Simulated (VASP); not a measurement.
## SbPt: single point with PBEsol

SbPt:

```
Sb Pt
1.0
     4.17078    0.00000    0.00000
    -2.08539    3.61200    0.00000
     0.00000    0.00000    5.46849
Sb Pt
2 2
Direct
  0.33333 0.66667 0.25000
  0.66667 0.33333 0.75000
  0.00000 0.00000 0.00000
  0.00000 0.00000 0.50000
```

* Program: VASP 6.6.1
* Task: single point
* Functional: PBEsol
* Potentials or basis: VASP PAW PBE potentials, release 64 (Sb, Pt)
* Cutoff: 520 eV
* k mesh: 12 × 12 × 8
* Occupations: gaussian, width 0.1 eV
* Spin: no spin polarisation
* Dipole correction: no
* k mesh for the DOS: 18 × 18 × 12
* Occupations for the DOS: tetrahedron
* Further INCAR settings: ALGO = Normal; EDIFF = 1e-07

```yaml
Valence_electrons_inside_the_program's_atomic_spheres: Sb 2.37; Pt 9.42
```

Levels at points of the mesh, in eV from the Fermi level:
```tsv
k point	band 11	band 12	band 13	band 14	band 15	band 16	band 17	band 18	band 19
(0.00, 0.00, 0.00)	-2.08	-2.08	-0.12	-0.12	0.81	2.32	2.34	3.51	3.51
(0.50, 0.00, 0.00)	-3.04	-2.94	-2.67	-2.23	-2.06	-0.69	1.95	4.18	4.29
(0.00, 0.00, 0.50)	-3.59	-3.59	-1.22	-1.22	2.31	2.31	2.31	2.31	5.20
(0.50, 0.00, 0.50)	-3.17	-3.17	-3.04	-3.04	0.34	0.34	1.66	1.66	3.97
```

It took 2.3 min on 1 thread of Intel(R) Xeon(R) Platinum 8559C (Emerald Rapids), on a shared host, peak memory 0.49 GiB.

Caveat: spin-orbit coupling is left out, which moves the levels of the heavy elements.
